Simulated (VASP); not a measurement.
# Rh (Fm-3m) in VASP: further runs

Rh is run at these levels: LDA; tasks: single point.

Everything below comes from runs of VASP 6.6.1. Logs are shortened: lines on timing, memory, paths and dates and some standing lists are left out, and cuts for length are marked.

## 1. The cell of the first run

It takes space group Fm-3m (No. 225, cubic). Conventional cell: a = 3.756 Å, b = 3.756 Å, c = 3.756 Å, α = 90.00°, β = 90.00°, γ = 90.00°. Within 3.5 Å of Rh (site symmetry m-3m) lie 12 Rh at 2.66 Å.

## 2. Single point, LDA

File INCAR:

```
SYSTEM = Rh
ALGO = Normal
EDIFF = 1E-6
ENCUT = 520
GGA = CA
ISIF = 2
ISMEAR = -1
LASPH = .TRUE.
LCHARG = .FALSE.
LREAL = .FALSE.
LWAVE = .FALSE.
NBANDS = 14
NELM = 100
PREC = Accurate
SIGMA = 0.1
```

File KPOINTS:

```
k-points
0
G
  16 16 16
  0 0 0
```

File POSCAR:

```
Rh
1.0
    0.0000000000      1.8777700899      1.8777700899
    1.8777700899      0.0000000000      1.8777700899
    1.8777700899      1.8777700899      0.0000000000
Rh
1
Direct
    0.0000000000      0.0000000000      0.0000000000
```

Potentials or basis: VASP PAW LDA potentials, release 64 (Rh_pv).

On the command line:

```console
cat potpaw_LDA.64/Rh_pv/POTCAR > POTCAR
mpirun -np 1 vasp_std > vasp.out
```

OUTCAR:

```text
SYSTEM = Rh
   EDIFF = 1E-6
   ENCUT = 520
   GGA = CA
   ISIF = 2
   ISMEAR = -1
   LASPH = .TRUE.
   LREAL = .FALSE.
   NELM = 100
   PREC = Accurate

 ion  position               nearest neighbor table
   1  0.000  0.000  0.000-

  LATTYP: Found a face centered cubic cell.
 ALAT       =     3.7555401798

  Lattice vectors:

 A1 = (   0.0000000000,   1.8777700899,   1.8777700899)
 A2 = (   1.8777700899,   0.0000000000,   1.8777700899)
 A3 = (   1.8777700899,   1.8777700899,   0.0000000000)

Analysis of symmetry for initial positions (statically):
=====================================================================
 Subroutine PRICEL returns:
 Original cell was already a primitive cell.

 Routine SETGRP: Setting up the symmetry group for a
 face centered cubic supercell.

 Subroutine GETGRP returns: Found 48 space group operations
 (whereof 48 operations were pure point group operations)
 out of a pool of 48 trial point group operations.

The static configuration has the point symmetry O_h .

Analysis of symmetry for dynamics (positions and initial velocities):
=====================================================================
 Subroutine PRICEL returns:
 Original cell was already a primitive cell.

 Routine SETGRP: Setting up the symmetry group for a
 face centered cubic supercell.

 Subroutine GETGRP returns: Found 48 space group operations
 (whereof 48 operations were pure point group operations)
 out of a pool of 48 trial point group operations.

The dynamic configuration has the point symmetry O_h .

 Subroutine INISYM returns: Found 48 space group operations
 (whereof 48 operations are pure point group operations),
 and found     1 'primitive' translations

----------------------------------------------------------------------------------------

                                     Primitive cell

  volume of cell :      13.2421

  direct lattice vectors                    reciprocal lattice vectors
     0.000000000  1.877770090  1.877770090    -0.266273280  0.266273280  0.266273280
     1.877770090  0.000000000  1.877770090     0.266273280 -0.266273280  0.266273280
     1.877770090  1.877770090  0.000000000     0.266273280  0.266273280 -0.266273280

  length of vectors
     2.655567928  2.655567928  2.655567928     0.461198849  0.461198849  0.461198849

  position of ions in fractional coordinates (direct lattice)
     0.000000000  0.000000000  0.000000000

  ion indices of the primitive-cell ions
   primitive index   ion index
                 1           1

----------------------------------------------------------------------------------------

 KPOINTS: k-points

Automatic generation of k-mesh.
 Grid dimensions read from file:
 generate k-points for:   16   16   16

 Generating k-lattice:

  Cartesian coordinates                     Fractional coordinates (reciprocal lattice)
    -0.016642080  0.016642080  0.016642080     0.062500000  0.000000000  0.000000000
     0.016642080 -0.016642080  0.016642080     0.000000000  0.062500000  0.000000000
     0.016642080  0.016642080 -0.016642080     0.000000000  0.000000000  0.062500000

  Length of vectors
     0.028824928  0.028824928  0.028824928

  Shift w.r.t. Gamma in fractional coordinates (k-lattice)
     0.000000000  0.000000000  0.000000000

 Subroutine IBZKPT returns following result:
 ===========================================

 Found    145 irreducible k-points:

 Following reciprocal coordinates:
            Coordinates               Weight
  0.000000  0.000000  0.000000      1.000000
  0.062500  0.000000  0.000000      8.000000
  0.125000  0.000000  0.000000      8.000000
  0.187500  0.000000  0.000000      8.000000
  0.250000  0.000000  0.000000      8.000000
  0.312500  0.000000  0.000000      8.000000
[... 16 lines left out ...]
 -0.125000  0.062500  0.000000     24.000000
 -0.062500  0.062500  0.000000     12.000000
 [... further k-points ...]
   k-points           NKPTS =    145   k-points in BZ     NKDIM =    145   number of bands    NBANDS=     14
   number of dos      NEDOS =    301   number of ions     NIONS =      1
   total plane-waves  NPLWV =   8000
   dimension x,y,z NGX =    20 NGY =   20 NGZ =   20
   dimension x,y,z NGXF=    40 NGYF=   40 NGZF=   40
   ions per type =               1
   NGX,Y,Z   is equivalent  to a cutoff of  12.52, 12.52, 12.52 a.u.
   NGXF,Y,Z  is equivalent  to a cutoff of  25.04, 25.04, 25.04 a.u.
 SYSTEM =  Rh
   PREC   = accura    normal or accurate (medium, high low for compatibility)
   ISTART =      0    job   : 0-new  1-cont  2-samecut
   ICHARG =      2    charge: 1-file 2-atom 10-const
   ISPIN  =      1    spin polarized calculation?
   LNONCOLLINEAR =      F non collinear calculations
   LSORBIT =      F    spin-orbit coupling
   LASPH  =      T    aspherical Exc in radial PAW
   ENCUT  =  520.0 eV  38.22 Ry    6.18 a.u.   4.94  4.94  4.94*2*pi/ulx,y,z
   NELM   =    100;   NELMIN=  2; NELMDL= -5     # of ELM steps
   EDIFF  = 0.1E-05   stopping-criterion for ELM
   LREAL  =      F    real-space projection
   EDIFFG = 0.1E-04   stopping-criterion for IOM
   NSW    =      0    number of steps for IOM
   IBRION =     -1    ionic relax: 0-MD 1-quasi-New 2-CG
   NFREE  =      0    steps in history (QN), initial steepest desc. (CG)
   ISIF   =      2    stress and relaxation
   ISYM   =      2    0-nonsym 1-usesym 2-fastsym
   POTIM  = 0.5000    time-step for ionic-motion
   TEBEG  =    0.0;   TEEND  =   0.0 temperature during run
   PSTRESS=    0.0 pullay stress
   NELECT =      15.0000    total number of electrons
   NUPDOWN=      -1.0000    fix difference up-down
   EMIN   =  10.00;   EMAX   =-10.00  energy-range for DOS
   EFERMI =   0.00;   METHOD = LEGACY
   ISMEAR =    -1;   SIGMA  =   0.10  broadening in eV -4-tet -1-fermi 0-gaus
   EFERMI_NEDOS =   21; number of points for ismear=-14 and -15
   IALGO  =     38    algorithm
   IMIX   =      4    mixing-type and parameters
     AMIX     =   0.40;   BMIX     =  1.00
     AMIX_MAG =   1.60;   BMIX_MAG =  1.00
  volume/ion in A,a.u.               =      13.24        89.36
  Fermi-wavevector in a.u.,A,eV,Ry     =   1.706552  3.224915 39.624511  2.912319
  Thomas-Fermi vector in A             =   2.785567
   LORBIT       =      0    0 simple, 1 ext, 2 COOP (PROOUT), +10 PAW based schemes
   GGA     = CA    functional components
   LHFCALC =     F    Hartree Fock is set to
   AEXX    =    0.0000 exact exchange contribution
   IVDW    =     0    specifies the selected vdW correction
   LEPSILON=     F    determine dielectric tensor
   LRPA    =     F    only Hartree local field effects (RPA)
 non-spin polarized calculation
  energy-cutoff  :      520.00
  volume of cell :       13.24
 maximum number of plane-waves:       368
   NGX =  9   NGY =  9   NGZ =  9

 number of electron      15.0000002 magnetization

 Free energy of the ion-electron system (eV)
  ---------------------------------------------------
  ext. energy  EPLUGINS =         0.00000000
  ---------------------------------------------------
  free energy    TOTEN  =        -8.70459000 eV

  energy without entropy =       -8.66187411  energy(sigma->0) =       -8.68323206

 E-fermi :  12.4144     XC(G=0): -14.5917

 val. band max:       12.4127819337   @ k =   0.3125   0.2500   0.0000
 cond. band min:      12.4170982813   @ k =  -0.3750   0.0625   0.0000
 fundamental gap:      0.0043163476
 Fermi energy:        12.4144217955

 k-point     1 :       0.0000    0.0000    0.0000
  band No.  band energies     occupation
      1     -33.8062      2.00000
      2     -33.8062      2.00000
      3     -33.8062      2.00000
      4       4.1102      2.00000
      5       9.1263      2.00000
      6       9.1263      2.00000
      7       9.1263      2.00000
      8      11.3811      1.99993
      9      11.3811      1.99993
     10      28.3297      0.00000
     11      32.6703      0.00000
     12      33.9513      0.00000
     13      33.9513      0.00000
     14      33.9513      0.00000

 k-point     2 :       0.0625    0.0000    0.0000
  band No.  band energies     occupation
      1     -33.8398      2.00000
      2     -33.8107      2.00000
      3     -33.8107      2.00000
      4       4.2738      2.00000
      5       9.0517      2.00000
      6       9.1915      2.00000
      7       9.1915      2.00000
      8      11.3434      1.99996
      9      11.3434      1.99996
     10      28.5770      0.00000
     11      32.6684      0.00000
     12      33.1058      0.00000
     13      34.1986      0.00000
     14      34.1986      0.00000

 k-point     3 :       0.1250    0.0000    0.0000
  band No.  band energies     occupation
      1     -33.9349      2.00000
      2     -33.8234      2.00000
      3     -33.8234      2.00000
      4       4.7353      2.00000
      5       8.8768      2.00000
      6       9.3548      2.00000
      7       9.3548      2.00000
      8      11.2711      1.99998
      9      11.2711      1.99998
     10      29.2226      0.00000
     11      31.4187      0.00000
     12      32.6723      0.00000
     13      34.9113      0.00000
     14      34.9113      0.00000
[... 324 lines left out ...]
 k-point    23 :      -0.1250    0.0625    0.0000
  band No.  band energies     occupation
      1     -33.9913      2.00000
      2     -33.8553      2.00000
      3     -33.8230      2.00000
      4       5.0740      2.00000
      5       8.7081      2.00000
      6       9.4719      2.00000
      7       9.5064      2.00000
      8      11.0057      2.00000
      9      11.4881      1.99981
     10      29.6578      0.00000
     11      30.7998      0.00000
     12      32.6716      0.00000
     13      34.3957      0.00000
     14      35.9178      0.00000

 k-point    24 :      -0.0625    0.0625    0.0000
  band No.  band energies     occupation
      1     -33.8869      2.00000
      2     -33.8304      2.00000
      3     -33.8124      2.00000
      4       4.5383      2.00000
      5       8.9122      2.00000
      6       9.2810      2.00000
      7       9.3326      2.00000
      8      11.1779      1.99999
      9      11.4065      1.99992
     10      28.9636      0.00000
     11      32.2829      0.00000
     12      32.6748      0.00000
     13      34.0511      0.00000
     14      34.8514      0.00000

 [... further k-points ...]
[... 5 lines left out ...]
  --------------------------------------------------------------------------------------
  -------------------------------------------------------------------------------------
  Total        0.0721112      0.0721112      0.0721112      0.0000000      0.0000000      0.0000000
  in kB        8.7248137      8.7248137      8.7248137      0.0000000      0.0000000      0.0000000
  external PRESSURE =       8.7248137 kB  Pullay stress =       0.0000000 kB

 VOLUME and BASIS-vectors are now :
 -----------------------------------------------------------------------------
  energy-cutoff  :      520.00
  volume of cell :       13.24
      direct lattice vectors                 reciprocal lattice vectors
     0.000000000  1.877770090  1.877770090    -0.266273280  0.266273280  0.266273280
     1.877770090  0.000000000  1.877770090     0.266273280 -0.266273280  0.266273280
     1.877770090  1.877770090  0.000000000     0.266273280  0.266273280 -0.266273280

 POSITION                                       TOTAL-FORCE (eV/Angst)
 -----------------------------------------------------------------------------------
      0.00000      0.00000      0.00000        -0.000000      0.000000      0.000000
 -----------------------------------------------------------------------------------
    total drift:                                0.000000     -0.000000      0.000000

  FREE ENERGIE OF THE ION-ELECTRON SYSTEM (eV)
  ---------------------------------------------------
  free  energy   TOTEN  =        -8.7045900039 eV

  energy  without entropy=       -8.6618741123  energy(sigma->0) =       -8.68323206
```

It took 15 s on 1 thread of Intel Xeon Platinum 8259CL at 2.50GHz (Skylake/Cascade Lake), shared host; peak memory 0.13 GiB.

What came out:

- Free energy: -8.7046 eV
- Pressure: 0.9 GPa

Levels at points of the mesh, in eV from the Fermi level:
```tsv
k point	band 4	band 5	band 6	band 7	band 8	band 9	band 10	band 11
(0.00, 0.00, 0.00)	-8.30	-3.29	-3.29	-3.29	-1.03	-1.03	15.92	20.26
(0.50, 0.00, 0.00)	-6.49	-3.36	-3.36	0.63	0.63	0.66	8.99	15.45
(0.50, 0.50, 0.00)	-6.70	-6.33	0.61	1.07	1.07	3.26	12.74	13.43
```

## 3. Single point, LDA

File INCAR:

```
ALGO     = Normal         # electronic algorithm
EDIFF    = 1E-6           # SCF threshold, eV
ENCUT    = 520            # plane-wave cutoff, eV
GGA      = CA             # functional
ISIF     = 2              # what is computed and relaxed
ISMEAR   = -1             # smearing method
LASPH    = T              # aspherical terms in the spheres
LCHARG   = F              # write CHGCAR
LREAL    = F              # projectors in reciprocal space
LWAVE    = F              # write WAVECAR
NBANDS   = 14             # bands
NELM     = 60             # most SCF steps
PREC     = Accurate       # precision mode
SIGMA    = 0.1            # smearing width, eV
```

File KPOINTS:

```
k-points
0
Gamma
  16 16 16
```

POSCAR is that of step 2.

Potentials or basis: VASP PAW LDA potentials, release 64 (Rh_pv).

On the command line:

```console
cat potpaw_LDA.64/Rh_pv/POTCAR > POTCAR
mpirun -np 1 vasp_std > vasp.out
```

It took 15 s on 1 thread of Intel Xeon Platinum 8259CL at 2.50GHz (Skylake/Cascade Lake), shared host; peak memory 0.13 GiB.

It converged, with:

```yaml
Free_energy: -8.7046 eV
Pressure: 0.9 GPa
```

Levels at points of the mesh, in eV from the Fermi level:
```csv
k point,band 3,band 4,band 5,band 6,band 7,band 8,band 9,band 10,band 11,band 12
"(0.00, 0.00, 0.00)",-46.22,-8.30,-3.29,-3.29,-3.29,-1.03,-1.03,15.92,20.26,21.54
"(0.50, 0.00, 0.00)",-46.34,-6.49,-3.36,-3.36,0.63,0.63,0.66,8.99,15.45,20.26
"(0.50, 0.50, 0.00)",-46.53,-6.70,-6.33,0.61,1.07,1.07,3.26,12.74,13.43,13.43
```
